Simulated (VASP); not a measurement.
# Pb (P6_3/mmc) in VASP: single point with LDA

Aim: the single point of Pb with LDA.

Program: VASP 6.6.1. These are calculated values, not measurements. Logs are shortened: lines on timing, memory, paths and dates and some standing lists are left out, and cuts for length are marked.

## Step 1: The cell of the first run

Symmetry: P6_3/mmc, No. 194, hexagonal system. Conventional cell: a = 3.440 Å, b = 3.440 Å, c = 5.652 Å, α = 90.00°, β = 90.00°, γ = 120.00°. Pb (site symmetry -6m2) has 12 Pb at 3.44 to 3.45 Å within 4.5 Å.

This isn't the form of Pb at room conditions, which is fcc.

## Step 2: Single point, LDA, non-collinear spin, zero start, spin-orbit coupling

File INCAR:

```
SYSTEM = Pb
PREC     = Accurate       ! precision mode
ENCUT    = 520            ! plane-wave cutoff, eV
EDIFF    = 1E-7           ! SCF threshold, eV
ISMEAR   = -1             ! smearing method
SIGMA    = 0.05           ! smearing width, eV
LREAL    = .FALSE.        ! projectors in reciprocal space
LASPH    = .TRUE.         ! aspherical terms in the spheres
NELM     = 150            ! most SCF steps
ALGO     = Normal         ! electronic algorithm
ISIF     = 2              ! what is computed and relaxed
LWAVE    = .FALSE.        ! write WAVECAR
LCHARG   = .FALSE.        ! write CHGCAR
MAGMOM   = 0 0 0 0 0 0    ! initial moments
LORBIT   = 11             ! projections on sites
LSORBIT  = .TRUE.         ! spin-orbit coupling
GGA_COMPAT= .FALSE.      
LORBMOM  = .TRUE.       
NBANDS   = 40             ! bands
```

File KPOINTS:

```
regular mesh
0
G
  14 14 8
  0 0 0
```

File POSCAR:

```
Pb
1.0
    3.4397052400      0.0000000000      0.0000000000
   -1.7198526200      2.9788721194      0.0000000000
    0.0000000000      0.0000000000      5.6524460681
Pb
2
Direct
    0.3333333333      0.6666666667      0.2500000000
    0.6666666667      0.3333333333      0.7500000000
```

Potentials or basis: VASP PAW LDA potentials, release 64 (Pb_d).

Started as:

```bash
cat potpaw_LDA.64/Pb_d/POTCAR > POTCAR
mpirun -np 1 vasp_ncl > vasp.out
```

OUTCAR:

```text
SYSTEM = Pb
   PREC = Accurate
   ENCUT = 520
   EDIFF = 1E-7
   ISMEAR = -1
   LREAL = .FALSE.
   LASPH = .TRUE.
   NELM = 150
   ISIF = 2
   LORBIT = 11
   LSORBIT = .TRUE.

 ion  position               nearest neighbor table
   1  0.333  0.667  0.250-   2 3.45   2 3.45   2 3.45   2 3.45   2 3.45   2 3.45
   2  0.667  0.333  0.750-   1 3.45   1 3.45   1 3.45   1 3.45   1 3.45   1 3.45

  LATTYP: Found a hexagonal cell.
 ALAT       =     3.4397052400
 C/A-ratio  =     1.6432937341

  Lattice vectors:

 A1 = (   3.4397052400,   0.0000000000,   0.0000000000)
 A2 = (  -1.7198526200,   2.9788721194,   0.0000000000)
 A3 = (   0.0000000000,   0.0000000000,   5.6524460681)

Analysis of symmetry for initial positions (statically):
=====================================================================
 Subroutine PRICEL returns:
 Original cell was already a primitive cell.

 Routine SETGRP: Setting up the symmetry group for a
 hexagonal supercell.

 Subroutine GETGRP returns: Found 24 space group operations
 (whereof 12 operations were pure point group operations)
 out of a pool of 24 trial point group operations.

The static configuration has the point symmetry D_3d.
 The point group associated with its full space group is D_6h.

Analysis of symmetry for dynamics (positions and initial velocities):
=====================================================================
 Subroutine PRICEL returns:
 Original cell was already a primitive cell.

 Routine SETGRP: Setting up the symmetry group for a
 hexagonal supercell.

 Subroutine GETGRP returns: Found 24 space group operations
 (whereof 12 operations were pure point group operations)
 out of a pool of 24 trial point group operations.

The dynamic configuration has the point symmetry D_3d.
 The point group associated with its full space group is D_6h.

Analysis of structural, dynamic, and magnetic symmetry:
=====================================================================
 Subroutine PRICEL returns:
 Original cell was already a primitive cell.

 Routine SETGRP: Setting up the symmetry group for a
 hexagonal supercell.

 Subroutine GETGRP returns: Found 24 space group operations
 (whereof 12 operations were pure point group operations)
 out of a pool of 24 trial point group operations.

The overall configuration has the point symmetry D_3d.
 The point group associated with its full space group is D_6h.

 Subroutine INISYM returns: Found 24 space group operations
 (whereof 12 operations are pure point group operations),
 and found     1 'primitive' translations

----------------------------------------------------------------------------------------

                                     Primitive cell

  volume of cell :      57.9175

  direct lattice vectors                    reciprocal lattice vectors
     3.439705240  0.000000000  0.000000000     0.290722585  0.167848763  0.000000000
    -1.719852620  2.978872119  0.000000000     0.000000000  0.335697526  0.000000000
     0.000000000  0.000000000  5.652446068     0.000000000  0.000000000  0.176914558

  length of vectors
     3.439705240  3.439705240  5.652446068     0.335697526  0.335697526  0.176914558

  position of ions in fractional coordinates (direct lattice)
     0.333333333  0.666666667  0.250000000
     0.666666667  0.333333333  0.750000000

  ion indices of the primitive-cell ions
   primitive index   ion index
                 1           1
                 2           2

----------------------------------------------------------------------------------------

 KPOINTS: regular mesh

Automatic generation of k-mesh.
 Grid dimensions read from file:
 generate k-points for:   14   14    8

 Generating k-lattice:

  Cartesian coordinates                     Fractional coordinates (reciprocal lattice)
     0.020765899  0.011989197  0.000000000     0.071428571 -0.000000000  0.000000000
     0.000000000  0.023978395  0.000000000     0.000000000  0.071428571  0.000000000
     0.000000000  0.000000000  0.022114320     0.000000000  0.000000000  0.125000000

  Length of vectors
     0.023978395  0.023978395  0.022114320

  Shift w.r.t. Gamma in fractional coordinates (k-lattice)
     0.000000000  0.000000000  0.000000000

 Subroutine IBZKPT returns following result:
 ===========================================

 Found    120 irreducible k-points:

 Following reciprocal coordinates:
            Coordinates               Weight
  0.000000  0.000000  0.000000      1.000000
  0.071429  0.000000  0.000000      6.000000
  0.142857  0.000000  0.000000      6.000000
  0.214286 -0.000000  0.000000      6.000000
  0.285714  0.000000  0.000000      6.000000
[... 55 lines left out ...]
   IALGO  =     38    algorithm
   IMIX   =      4    mixing-type and parameters
     AMIX     =   0.40;   BMIX     =  1.00
     AMIX_MAG =   1.60;   BMIX_MAG =  1.00
  volume/ion in A,a.u.               =      28.96       195.42
  Fermi-wavevector in a.u.,A,eV,Ry     =   1.284866  2.428044 22.461577  1.650879
  Thomas-Fermi vector in A             =   2.417034
   LORBIT       =     11    0 simple, 1 ext, 2 COOP (PROOUT), +10 PAW based schemes
   GGA     = CA    functional components
   LHFCALC =     F    Hartree Fock is set to
   AEXX    =    0.0000 exact exchange contribution
   IVDW    =     0    specifies the selected vdW correction
   LEPSILON=     F    determine dielectric tensor
   LRPA    =     F    only Hartree local field effects (RPA)
  energy-cutoff  :      520.00
  volume of cell :       57.92
 maximum number of plane-waves:      3158
 NGX is ok and might be reduce to    28
   NGX = 13   NGY = 13   NGZ = 21

 number of electron      28.0000000 magnetization       0.0000000      0.0000000      0.0000000

 number of electron      28.0000010 magnetization       0.0000000     -0.0000000      0.0000000

 number of electron      28.0000010 magnetization      -0.0000000      0.0000000     -0.0000000

 Free energy of the ion-electron system (eV)
  ---------------------------------------------------
  ext. energy  EPLUGINS =         0.00000000
  ---------------------------------------------------
  free energy    TOTEN  =        -9.60530713 eV

  energy without entropy =       -9.59425233  energy(sigma->0) =       -9.59977973

 E-fermi :   7.4249     XC(G=0): -10.6638

 val. band max:        7.4063858165   @ k =   0.4286   0.0714   0.1250
 cond. band min:       7.4332406497   @ k =   0.2143   0.1429   0.2500
 fundamental gap:      0.0268548332
 Fermi energy:         7.4248617592

 k-point     1 :       0.0000    0.0000    0.0000
  band No.  band energies     occupation
      1     -10.9158      1.00000
      2     -10.9158      1.00000
      3     -10.9118      1.00000
      4     -10.9118      1.00000
      5     -10.9036      1.00000
      6     -10.9036      1.00000
[... 1021 lines left out ...]
     39      20.3147      0.00000
     40      20.3147      0.00000

 [... further k-points ...]

------------------------ aborting loop because EDIFF is reached ----------------------------------------

  FORCE on cell =-STRESS in cart. coord.  units (eV):
  Direction    XX          YY          ZZ          XY          YZ          ZX
  --------------------------------------------------------------------------------------
  -------------------------------------------------------------------------------------
  Total        0.0080563      0.0080563      0.0646074      0.0000000      0.0000000      0.0000000
  in kB        0.2228623      0.2228623      1.7872429      0.0000000      0.0000000      0.0000000
  external PRESSURE =       0.7443225 kB  Pullay stress =       0.0000000 kB

 VOLUME and BASIS-vectors are now :
 -----------------------------------------------------------------------------
  energy-cutoff  :      520.00
  volume of cell :       57.92
      direct lattice vectors                 reciprocal lattice vectors
     3.439705240  0.000000000  0.000000000     0.290722585  0.167848763  0.000000000
    -1.719852620  2.978872119  0.000000000     0.000000000  0.335697526  0.000000000
     0.000000000  0.000000000  5.652446068     0.000000000  0.000000000  0.176914558

 POSITION                                       TOTAL-FORCE (eV/Angst)
 -----------------------------------------------------------------------------------
     -0.00000      1.98591      1.41311         0.000000      0.000000      0.000000
      1.71985      0.99296      4.23933        -0.000000     -0.000000      0.000000
 -----------------------------------------------------------------------------------
    total drift:                               -0.000000      0.000000     -0.000000

  FREE ENERGIE OF THE ION-ELECTRON SYSTEM (eV)
  ---------------------------------------------------
  free  energy   TOTEN  =        -9.6053071299 eV

  energy  without entropy=       -9.5942523310  energy(sigma->0) =       -9.59977973

 orbital moment (x)

 # of ion     p       d       tot
 ----------------------------------------
  1         0.000  -0.000  -0.000
  2         0.000   0.000   0.000
 ----------------------------------------
            0.000  -0.000   0.000

 orbital moment (y)

 # of ion     p       d       tot
 ----------------------------------------
  1        -0.000   0.000   0.000
  2        -0.000  -0.000  -0.000
 ----------------------------------------
           -0.000  -0.000  -0.000

 orbital moment (z)

 # of ion     p       d       tot
 ----------------------------------------
  1         0.000   0.000   0.000
  2         0.000   0.000   0.000
 ----------------------------------------
            0.000   0.000   0.000

 Spin-Orbit-Coupling matrix elements

 Ion:    1  E_soc:     -1.1667931
 l=   1
     0.0000000    -0.1258363    -0.1251667
    -0.1258363     0.0000000    -0.1258363
    -0.1251667    -0.1258363     0.0000000
 l=   2
     0.0000000    -0.0137281     0.0000000    -0.0137281    -0.0552157
    -0.0137281     0.0000000    -0.0413721    -0.0136850    -0.0137281
     0.0000000    -0.0413721     0.0000000    -0.0413721     0.0000000
    -0.0137281    -0.0136850    -0.0413721     0.0000000    -0.0137281
    -0.0552157    -0.0137281     0.0000000    -0.0137281     0.0000000
 l=   3
     0.0000000     0.0000000     0.0000000     0.0000000     0.0000000     0.0000000     0.0000000
     0.0000000     0.0000000     0.0000000     0.0000000     0.0000000     0.0000000     0.0000000
     0.0000000     0.0000000     0.0000000     0.0000000     0.0000000     0.0000000     0.0000000
     0.0000000     0.0000000     0.0000000     0.0000000     0.0000000     0.0000000     0.0000000
     0.0000000     0.0000000     0.0000000     0.0000000     0.0000000     0.0000000     0.0000000
     0.0000000     0.0000000     0.0000000     0.0000000     0.0000000     0.0000000     0.0000000
     0.0000000     0.0000000     0.0000000     0.0000000     0.0000000     0.0000000     0.0000000

 Ion:    2  E_soc:     -1.1667931
 l=   1
     0.0000000    -0.1258363    -0.1251667
    -0.1258363     0.0000000    -0.1258363
    -0.1251667    -0.1258363     0.0000000
 l=   2
     0.0000000    -0.0137281     0.0000000    -0.0137281    -0.0552157
    -0.0137281     0.0000000    -0.0413721    -0.0136850    -0.0137281
     0.0000000    -0.0413721     0.0000000    -0.0413721     0.0000000
    -0.0137281    -0.0136850    -0.0413721     0.0000000    -0.0137281
    -0.0552157    -0.0137281     0.0000000    -0.0137281     0.0000000
 l=   3
     0.0000000     0.0000000     0.0000000     0.0000000     0.0000000     0.0000000     0.0000000
     0.0000000     0.0000000     0.0000000     0.0000000     0.0000000     0.0000000     0.0000000
     0.0000000     0.0000000     0.0000000     0.0000000     0.0000000     0.0000000     0.0000000
     0.0000000     0.0000000     0.0000000     0.0000000     0.0000000     0.0000000     0.0000000
     0.0000000     0.0000000     0.0000000     0.0000000     0.0000000     0.0000000     0.0000000
     0.0000000     0.0000000     0.0000000     0.0000000     0.0000000     0.0000000     0.0000000
     0.0000000     0.0000000     0.0000000     0.0000000     0.0000000     0.0000000     0.0000000

 total charge

# of ion       s       p       d       tot
------------------------------------------
    1        1.395   0.790   9.809  11.995
    2        1.395   0.790   9.809  11.995
--------------------------------------------------
tot          2.790   1.581  19.619  23.990

 magnetization (x)

# of ion       s       p       d       tot
------------------------------------------
    1        0.000   0.000   0.000   0.000
    2        0.000   0.000   0.000   0.000
--------------------------------------------------
tot          0.000   0.000   0.000   0.000

 magnetization (y)

# of ion       s       p       d       tot
------------------------------------------
    1       -0.000   0.000   0.000   0.000
    2        0.000   0.000   0.000   0.000
--------------------------------------------------
tot         -0.000   0.000   0.000   0.000

 magnetization (z)

# of ion       s       p       d       tot
------------------------------------------
    1        0.000   0.000   0.000   0.000
    2        0.000   0.000   0.000   0.000
--------------------------------------------------
tot          0.000   0.000   0.000   0.000
```

Run time: 15 min. Hardware: 1 thread of Oxide Virtual Turin-like, shared host; peak memory 0.45 GiB.

Results:

- Free energy: -9.6053 eV
- Pressure: 0.1 GPa
- Net moment: 0.00 μB per cell
- Valence electrons inside the program's atomic spheres: Pb 11.99

Stress tensor (GPa, compression positive):
```
0.02 0.00 0.00
0.00 0.02 0.00
0.00 0.00 0.18
```

Moments on the atoms (μB; x, y, z):
```
Pb  0.00 0.00 0.00
Pb  0.00 0.00 0.00
```
